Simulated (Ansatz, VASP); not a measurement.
# One calculation of BaTe, two programs

File INCAR:

```
SYSTEM = BaTe
ALGO = Normal ; EDIFF = 1E-7
ENCUT = 520 ; GGA = PS
GGA_COMPAT = .False. ; ISIF = 2
ISMEAR = -1 ; LASPH = .True.
LCHARG = .False. ; LORBIT = 11
LORBMOM = .True. ; LREAL = .False.
LSORBIT = .True. ; LWAVE = .False.
MAGMOM = 0 0 0 0 0 0 ; NBANDS = 28
NELM = 150 ; PREC = Accurate
SIGMA = 0.05
```

The input KPOINTS:

```
k-points
0
Gamma
  5 5 5
  0 0 0
```

Contents of POSCAR:

```
BaTe
1.0
    0.0000000000      3.4100000000      3.4100000000
    3.4100000000      0.0000000000      3.4100000000
    3.4100000000      3.4100000000      0.0000000000
Ba Te
1 1
Direct
    0.0000000000      0.0000000000      0.0000000000
    0.5000000000      0.5000000000      0.5000000000
```

File input.yaml:

```yaml
crystal:
  lattice:
    - [0.0, 3.41, 3.41]
    - [3.41, 0.0, 3.41]
    - [3.41, 3.41, 0.0]
  atoms:
    - { symbol: Ba, position: [0.0, 0.0, 0.0] }
    - { symbol: Te, position: [0.5, 0.5, 0.5] }
kpoints:
  mp_grid: { grid: [5, 5, 5] }
  band_path:
    path:
      - [0.0, 0.0, 0.0]
      - [0.5, 0.0, 0.5]
      - [0.5, 0.25, 0.75]
      - [0.375, 0.375, 0.75]
      - [0.0, 0.0, 0.0]
      - [0.5, 0.5, 0.5]
      - [0.625, 0.25, 0.625]
      - [0.5, 0.25, 0.75]
    npoints: 10
scf:
  occupations: { method: fermi_dirac, width: 0.05 }
hamiltonian:
  xc: pbesol
  pseudopotentials: { kind: all_electron, lapw: { basis_error: 0.001 } }
magnetization:
  noncollinear: true
  spin_orbit: true
output:
  forces: true
  stress: true
  eigenvalues: true
```

Alike in both runs: functional PBEsol; k mesh 5 × 5 × 5; occupations fermi-dirac, width 0.05 eV; non-collinear spin, spin-orbit coupling.

|  | VASP | Ansatz |
| --- | --- | --- |
| version | VASP 6.6.1 | Ansatz 0.2.0 |
| potentials or method | VASP PAW PBE potentials, release 64 (Ba_sv, Te), cutoff 520 eV | all-electron LAPW, relativistic spinors |
| task | single point | band structure |

```tsv
	VASP	Ansatz	Ansatz less VASP
pressure (GPa)	2.4	1.9	-0.47
net moment per atom (μB)	0.00	0.00	0.000
```

VASP's potentials were made for PBE, not for PBEsol. Ansatz ran all-electron here, and VASP with PAW potentials.
